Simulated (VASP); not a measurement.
# ZnO (P6_3mc) in VASP: notebook, part 2 of 2

VASP 6.6.1. Earlier steps stand in the parts before.

### Step 3. Single point, r2SCAN

This run uses another cell than the first one, of 11.81 Å³/atom, 1.031 times its volume.

POSCAR

```
ZnO
1.0
    3.2353408696      0.0000000000      0.0000000000
   -1.6176704348      2.8018873830      0.0000000000
    0.0000000000      0.0000000000      5.2109518453
Zn O
2 2
Direct
    0.3333333333      0.6666666667     -0.0023477531
    0.6666666667      0.3333333333      0.4976522469
    0.3333333333      0.6666666667      0.3773477531
    0.6666666667      0.3333333333      0.8773477531
```

INCAR.step1

```
PREC = Accurate
ENCUT = 520
ISMEAR = 0
SIGMA = 0.01
LREAL = False
LASPH = True
NELM = 60
NBANDS = 26
GGA = PE
ALGO = Normal
EDIFF = 1E-4
LWAVE = True
LCHARG = False
```

INCAR.step2

```
PREC = Accurate
ENCUT = 520
EDIFF = 1E-7
ISMEAR = 0
SIGMA = 0.01
LREAL = False
LASPH = True
NELM = 60
ALGO = Normal
ISIF = 2
LWAVE = False
LCHARG = True
METAGGA = R2SCAN
LMIXTAU = True
LELF = True
LVHAR = True
NBANDS = 26
ISTART = 1
```

KPOINTS

```
Automatic mesh
0
Gamma
  12 12 6
```

Potentials or basis: VASP PAW PBE potentials, release 64 (Zn, O).

Command:

```console
$ cat potpaw_PBE.64/Zn/POTCAR potpaw_PBE.64/O/POTCAR > POTCAR
$ cp INCAR.step1 INCAR
$ mpirun -np 1 vasp_std > vasp.out
$ cp INCAR.step2 INCAR
$ mpirun -np 1 vasp_std > vasp.out
```

OUTCAR:

```text
PREC = Accurate
   ENCUT = 520
   EDIFF = 1E-7
   ISMEAR = 0
   LREAL = False
   LASPH = True
   NELM = 60
   ISIF = 2
   METAGGA = R2SCAN
   ISTART = 1

 ion  position               nearest neighbor table
   1  0.333  0.667  0.998-   4 1.97   4 1.97   4 1.97   3 1.98
   2  0.667  0.333  0.498-   3 1.97   3 1.97   3 1.97   4 1.98
   3  0.333  0.667  0.377-   2 1.97   2 1.97   2 1.97   1 1.98
   4  0.667  0.333  0.877-   1 1.97   1 1.97   1 1.97   2 1.98

  LATTYP: Found a hexagonal cell.
[... 889 lines left out ...]
     25      15.2096      0.00000
     26      15.8846      0.00000

 [... further k-points ...]
[... 5 lines left out ...]
  --------------------------------------------------------------------------------------
  -------------------------------------------------------------------------------------
  Total        0.2979140      0.2979140      0.3226894      0.0000000      0.0000000     -0.0000000
  in kB       10.1044743     10.1044743     10.9447927      0.0000000      0.0000000     -0.0000000
  external PRESSURE =      10.3845804 kB  Pullay stress =       0.0000000 kB

 VOLUME and BASIS-vectors are now :
 -----------------------------------------------------------------------------
  energy-cutoff  :      520.00
  volume of cell :       47.24
      direct lattice vectors                 reciprocal lattice vectors
     3.235340870  0.000000000  0.000000000     0.309086443  0.178451141  0.000000000
    -1.617670435  2.801887383  0.000000000     0.000000000  0.356902282  0.000000000
     0.000000000  0.000000000  5.210951845     0.000000000  0.000000000  0.191903520

 POSITION                                       TOTAL-FORCE (eV/Angst)
 -----------------------------------------------------------------------------------
     -0.00000      1.86792      5.19872        -0.000000      0.000000      0.003151
      1.61767      0.93396      2.59324         0.000000     -0.000000      0.003151
     -0.00000      1.86792      1.96634         0.000000     -0.000000     -0.003151
      1.61767      0.93396      4.57182        -0.000000      0.000000     -0.003151
 -----------------------------------------------------------------------------------
    total drift:                                0.000001      0.000002     -0.001055

  FREE ENERGIE OF THE ION-ELECTRON SYSTEM (eV)
  ---------------------------------------------------
  free  energy   TOTEN  =       -36.3178855706 eV

  energy  without entropy=      -36.3178855706  energy(sigma->0) =      -36.31788557
```

Wall time 1.8 min (1 thread of Intel Xeon 6975P-C (Granite Rapids), shared host); peak memory 0.22 GiB.

What came out:

| Property | Result |
| --- | --- |
| Free energy | -36.3179 eV |
| Pressure | 1.0 GPa |
| Largest force | 0.003 eV/Å |
| Band gap on the k mesh | 1.23 eV, direct |

Forces in eV/Å, atoms in the order of the input:
```
Zn   0.000  0.000  0.003
Zn   0.000  0.000  0.003
O    0.000  0.000 -0.003
O    0.000  0.000 -0.003
```

Stress tensor (GPa, compression positive):
```
1.01 0.00 0.00
0.00 1.01 0.00
0.00 0.00 1.09
```

Levels at points of the mesh, in eV from the valence-band top:
| k point | band 15 | band 16 | band 17 | band 18 | band 19 | band 20 | band 21 | band 22 |
| --- | --- | --- | --- | --- | --- | --- | --- | --- |
| (0.00, 0.00, 0.00) | -0.82 | -0.10 | 0.00 | 0.00 | 1.23 | 5.87 | 8.83 | 13.73 |
| (0.50, 0.00, 0.00) | -2.87 | -2.34 | -1.31 | -0.87 | 6.43 | 7.36 | 8.08 | 9.32 |
| (0.00, 0.00, 0.50) | -0.40 | -0.40 | -0.40 | -0.40 | 3.94 | 3.94 | 10.83 | 10.83 |
| (0.50, 0.00, 0.50) | -1.56 | -1.56 | -1.41 | -1.41 | 6.25 | 6.25 | 9.18 | 9.18 |

Caveat: the PAW data sets were made with another functional, which shifts forces and pressure a little. r2SCAN opens gaps a little over a GGA but as a rule still falls short of measured ones.

### Step 4. Single point, r2SCAN (epitaxial xy strain +0.5%)

POSCAR

```
ZnO
1.0
    3.2515175740      0.0000000000      0.0000000000
   -1.6257587870      2.8158968199      0.0000000000
    0.0000000000      0.0000000000      5.1847759736
Zn O
2 2
Direct
    0.3333333333      0.6666666667     -0.0036034036
    0.6666666667      0.3333333333      0.4963965964
    0.3333333333      0.6666666667      0.3786034036
    0.6666666667      0.3333333333      0.8786034036
```

INCAR.step1

```
PREC = Accurate
ENCUT = 520
ISMEAR = 0
SIGMA = 0.01
LREAL = F
LASPH = T
NELM = 80
NBANDS = 26
GGA = PE
ALGO = Normal
EDIFF = 1E-4
LWAVE = T
LCHARG = F
```

INCAR.step2

```
PREC = Accurate
ENCUT = 520
EDIFF = 1E-6
ISMEAR = 0
SIGMA = 0.01
LREAL = F
LASPH = T
NELM = 80
ALGO = Normal
ISIF = 2
LWAVE = F
LCHARG = T
METAGGA = R2SCAN
LMIXTAU = T
LELF = T
LVHAR = T
NBANDS = 26
ISTART = 1
```

KPOINTS is that of step 3.

Command:

```console
$ cat potpaw_PBE.64/Zn/POTCAR potpaw_PBE.64/O/POTCAR > POTCAR
$ cp INCAR.step1 INCAR
$ mpirun -np 1 vasp_std > vasp.out
$ cp INCAR.step2 INCAR
$ mpirun -np 1 vasp_std > vasp.out
```

It took 1.7 min on 1 thread of Intel Xeon 6975P-C (Granite Rapids), shared host; peak memory 0.22 GiB.

It converged, with:

```yaml
Free_energy: -36.3175 eV
Pressure: 0.3 GPa
Band_gap_on_the_k_mesh: 1.24 eV, direct
```

Forces in eV/Å, atoms in the order of the input:
```
Zn   0.000  0.000  0.003
Zn   0.000  0.000  0.003
O    0.000  0.000 -0.003
O    0.000  0.000 -0.003
```

Stress tensor (GPa, compression positive):
```
-0.16  0.00  0.00
 0.00 -0.16  0.00
 0.00  0.00  1.08
```

Levels at points of the mesh, in eV from the valence-band top:
| k point | band 14 | band 15 | band 16 | band 17 | band 18 | band 19 | band 20 | band 21 | band 22 | band 23 |
| --- | --- | --- | --- | --- | --- | --- | --- | --- | --- | --- |
| (0.00, 0.00, 0.00) | -0.81 | -0.81 | -0.09 | 0.00 | 0.00 | 1.24 | 5.81 | 8.90 | 13.61 | 13.61 |
| (0.50, 0.00, 0.00) | -3.60 | -2.84 | -2.34 | -1.28 | -0.88 | 6.41 | 7.34 | 8.16 | 9.23 | 11.42 |
| (0.00, 0.00, 0.50) | -2.21 | -0.40 | -0.40 | -0.40 | -0.40 | 3.94 | 3.94 | 10.87 | 10.87 | 13.91 |
| (0.50, 0.00, 0.50) | -3.77 | -1.56 | -1.56 | -1.36 | -1.36 | 6.26 | 6.26 | 9.15 | 9.15 | 11.98 |

Caveat: the cell differs from its parent crystal (epitaxial xy strain +0.5%); the PAW data sets were made with another functional, which shifts forces and pressure a little.

### Step 5. Summary

| cell | gap on the mesh (eV) | pressure (GPa) |
| --- | --- | --- |
| a = 3.203, b = 3.203, c = 5.159 Å, angles 90.0, 90.0, 120.0°, 4 atoms | 1.28 | 6.1 |
| a = 3.235, b = 3.235, c = 5.211 Å, angles 90.0, 90.0, 120.0°, 4 atoms | 1.23 | 1.0 |
| a = 3.252, b = 3.252, c = 5.185 Å, angles 90.0, 90.0, 120.0°, 4 atoms | 1.24 | 0.3 |

Alike in all rows: task single point; level r2SCAN; potentials or basis VASP PAW PBE potentials, release 64 (Zn, O); no spin polarisation; k mesh 12 × 12 × 6; cutoff (eV) 520; smearing gaussian 0.01 eV.

Caveats: the PAW data sets were made with another functional, which shifts forces and pressure a little.

Total energies depend on the potentials used, so only differences within one code and one set of settings carry meaning.
